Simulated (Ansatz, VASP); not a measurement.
**W: VASP beside Ansatz**

```
W
1.0
    -1.59239    1.59239    1.59239
     1.59239   -1.59239    1.59239
     1.59239    1.59239   -1.59239
W
1
Cartesian
  0.0000 0.0000 0.0000
```

Alike in both runs: functional PBE; k mesh 18 × 18 × 18; occupations fermi-dirac, width 0.05 eV; non-collinear spin, spin-orbit coupling.

Ansatz relaxed the structure, and its values are those at the end. VASP's run is a single point on that final structure, the one shown.

|  | VASP | Ansatz |
| --- | --- | --- |
| version | VASP 6.6.1 | Ansatz 0.2.0 |
| potentials or method | VASP PAW PBE potentials, release 64 (W_sv) | PAW with Ansatz's default frozen-core files, fully relativistic files with spin-orbit coupling |
| plane-wave cutoff (eV) | 520 | 420 |
| valence electrons in the cell | 14 | 14 |

```tsv
	VASP	Ansatz	Ansatz less VASP
pressure (GPa)	1.2	0.0	-1.18
net moment per atom (μB)	0.00	0.00	0.000
```
